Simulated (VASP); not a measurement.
Here is a VASP 6.6.1 calculation.

POSCAR

```
Te2Mo
1.0
    3.4919881810      0.0000000000      0.0000000000
   -1.7459940905      3.0241504745      0.0000000000
    0.0000000000      0.0000000000     14.9012979475
Te Mo
4 2
Direct
    0.3333333333      0.6666666667      0.6281170113
    0.6666666667      0.3333333333      0.1281170113
    0.6666666667      0.3333333333      0.3718829887
    0.3333333333      0.6666666667      0.8718829887
    0.3333333333      0.6666666667      0.2500000000
    0.6666666667      0.3333333333      0.7500000000
```

INCAR.step1

```
SYSTEM = Te2Mo
PREC = Accurate
ENCUT = 520
ISMEAR = 0
SIGMA = 0.02
LREAL = .False.
LASPH = .True.
NELM = 60
NBANDS = 35
GGA = PE
ALGO = Normal
EDIFF = 1E-4
LWAVE = .True.
LCHARG = .False.
```

INCAR.step2

```
SYSTEM = Te2Mo
PREC = Accurate
ENCUT = 520
EDIFF = 1E-7
ISMEAR = 0
SIGMA = 0.02
LREAL = .False.
LASPH = .True.
NELM = 60
ALGO = Normal
ISIF = 2
LWAVE = .False.
LCHARG = .True.
METAGGA = R2SCAN
LMIXTAU = .True.
LELF = .True.
LVHAR = .True.
NBANDS = 35
ISTART = 1
```

Contents of KPOINTS:

```
Automatic mesh
0
Gamma
  12 12 2
  0 0 0
```

Potentials or basis: VASP PAW PBE potentials, release 64 (Te, Mo_sv).

Command:

```sh
$ cat potpaw_PBE.64/Te/POTCAR potpaw_PBE.64/Mo_sv/POTCAR > POTCAR
$ cp INCAR.step1 INCAR
$ mpirun -np 1 vasp_std > vasp.out
$ cp INCAR.step2 INCAR
$ mpirun -np 1 vasp_std > vasp.out
```

Task: What does it give for the pressure?

Result: 2.2 GPa.

Task: What does it give for the largest force?

Result: 0.025 eV/Å.

Task: Estimate the band gap on the k mesh.

Result: 1.02 eV (least direct gap 1.24 eV).

Stress tensor (GPa, compression positive):
```
3.20 0.00 0.00
0.00 3.20 0.00
0.00 0.00 0.16
```

Caveat: the cell differs from its parent crystal (biaxial strain in the a-b plane: -2.0 %, then relaxed in part); the PAW data sets were made with another functional, which shifts forces and pressure a little; spin-orbit coupling is left out, which moves the levels of the heavy elements. A k mesh can miss the band edges.
